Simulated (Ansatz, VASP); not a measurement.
# One calculation of SnTe, two programs

```
Sn Te
1.0
     3.89182    0.00000    0.00000
     0.00000    3.89182    0.00000
     0.00000    0.00000    3.89182
Sn Te
1 1
Direct
  0.00000 0.00000 0.00000
  0.50000 0.50000 0.50000
```

Alike in both runs: task single point; functional PBE; k mesh 4 × 4 × 4; occupations fermi-dirac, width 0.05 eV; no spin polarisation.

|  | VASP | Ansatz |
| --- | --- | --- |
| version | VASP 6.6.1 | Ansatz 0.2.0 |
| potentials or method | VASP PAW PBE potentials, release 64 (Sn_d, Te) | plane waves |
| plane-wave cutoff (eV) | 520 | 420 |
| valence electrons in the cell | 20 | 30 |

```tsv
	VASP	Ansatz	Ansatz less VASP
pressure (GPa)	0.2	0.2	+0.04
```

VASP's potentials hold 20 valence electrons a cell and Ansatz's 30, so a difference there can come from the potentials and not from the codes.

The k mesh is coarse, so the values compare programs but aren't converged. Neither program's run includes spin-orbit coupling.
